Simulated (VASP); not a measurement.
C: single point with r2SCAN

The system is C.

```
CELL_PARAMETERS angstrom
2.47462 0.00000 0.00000
-1.23731 2.14309 0.00000
0.00000 0.00000 2.29312
ATOMIC_POSITIONS crystal
C 0.33333 0.66667 0.25000
C 0.66667 0.33333 0.75000
```

- Program: VASP 6.6.1
- Task: single point
- Functional: r2SCAN
- Potentials or basis: VASP PAW PBE potentials, release 64 (C)
- Cutoff: 520 eV
- k mesh: 12 × 12 × 7
- Occupations: fermi-dirac, width 0.05 eV
- Spin: no spin polarisation
- Dipole correction: no
- Further INCAR settings: ALGO = Normal; EDIFF = 1e-06; NBANDS = 11

The pressure is 0.6 GPa. The band gap on the k mesh is zero (band 4 reaches 13.60 eV, above the bottom of band 5 at 4.56 eV).

Stress tensor (GPa, compression positive):
```
0.54 0.00 0.00
0.00 0.54 0.00
0.00 0.00 0.82
```

Levels at points of the mesh, in eV from the Fermi level:
| k point | band 1 | band 2 | band 3 | band 4 | band 5 | band 6 | band 7 | band 8 | band 9 |
| --- | --- | --- | --- | --- | --- | --- | --- | --- | --- |
| (0.00, 0.00, 0.00) | -21.91 | -2.22 | -0.48 | -0.48 | 5.22 | 6.71 | 6.71 | 13.53 | 14.28 |
| (0.50, 0.00, 0.00) | -16.01 | -13.81 | -4.30 | 2.15 | 4.18 | 6.41 | 9.86 | 11.95 | 15.20 |

Wall time 30 s on 1 thread of Intel Xeon 6975P-C, with other jobs on the host, peak memory 0.12 GiB.

Caveat: the k points lie up to 0.39 Å⁻¹ apart; the PAW data sets were made with another functional, which shifts forces and pressure a little.
